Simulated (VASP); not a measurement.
Cu2H3: single point with PBE

The system is Cu2H3.

```xyz
5
Lattice="2.2094 1.2756 2.2354 -2.2094 1.2756 2.2354 0.0000 -2.5512 2.2354" Properties=species:S:1:pos:R:3 pbc="T T T"
Cu    0.0000    0.0000    1.2818
Cu    0.0000    0.0000    5.4244
H    -0.7015   -1.3362    2.2354
H     1.5079    0.0606    2.2354
H    -0.8065    1.2756    2.2354
```

The cell was generated, and may not be a known phase.

| Property | Result |
| --- | --- |
| Program | VASP 6.6.1 |
| Task | single point |
| Functional | PBE |
| Potentials or basis | VASP PAW PBE potentials, release 64 (Cu, H) |
| Cutoff | 520 eV |
| k mesh | 12 × 12 × 12 |
| Occupations | gaussian, width 0.1 eV |
| Spin | no spin polarisation |
| Dipole correction | no |
| Further INCAR settings | ALGO = Normal; EDIFF = 1e-06; NBANDS = 20 |

| Property | Result |
| --- | --- |
| Pressure | 0.2 GPa |
| Largest force | 0.009 eV/Å |
| Band gap on the k mesh | zero (an odd number of electrons rules out a gap without spin polarisation) |

Forces on the atoms (eV/Å):
```
Cu   0.000  0.000  0.003
Cu   0.000  0.000 -0.003
H    0.005 -0.008  0.000
H    0.005  0.008  0.000
H   -0.009  0.000  0.000
```

Stress tensor (GPa, compression positive):
```
0.29 0.00 0.00
0.00 0.29 0.00
0.00 0.00 0.16
```

Levels at points of the mesh, in eV from the Fermi level:
```
           k point  band 8  band 9  band 10  band 11  band 12  band 13  band 14  band 15  band 16  band 17
(0.00, 0.00, 0.00)   -3.24   -2.83    -2.83    -2.50     0.94     0.94     5.31     6.66     6.66     6.94
(0.50, 0.00, 0.00)   -2.94   -2.82    -2.78    -2.46    -2.35     1.59     5.71     7.12     7.57     8.14
(0.50, 0.50, 0.00)   -2.99   -2.93    -2.56    -2.55    -2.51    -1.42     1.53     5.78     6.99    10.23
(0.50, 0.50, 0.50)   -3.05   -3.05    -2.81    -2.81    -0.54    -0.54     0.88     3.74     4.26     4.26
```

It took 2.1 min on 1 thread of Intel(R) Xeon(R) Platinum 8488C (Sapphire Rapids), on a shared host, peak memory 0.24 GiB.
